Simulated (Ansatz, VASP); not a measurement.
## TiN: VASP beside Ansatz

```xyz
2
Lattice="0.0000 2.1078 2.1078 2.1078 0.0000 2.1078 2.1078 2.1078 0.0000" Properties=species:S:1:pos:R:3 pbc="T T T"
Ti    0.0000    0.0000    0.0000
N     2.1078    2.1078    2.1078
```

Change from the starting cell: volume scaled by 0.98, crystal datasets.

Alike in both runs: task electric field gradients; functional PBE; k mesh 13 × 13 × 13; occupations fermi-dirac, width 0.05 eV; no spin polarisation.

|  | VASP | Ansatz |
| --- | --- | --- |
| version | VASP 6.6.1 | Ansatz 0.2.0 |
| potentials or method | VASP PAW PBE potentials, release 64 (Ti_sv, N), cutoff 520 eV | all-electron PAW with datasets made for the crystal, scalar-relativistic |

```csv
,VASP,Ansatz,Ansatz less VASP
pressure (GPa),6.9,6.4,-0.48
```

Ansatz ran all-electron here, and VASP with PAW potentials.
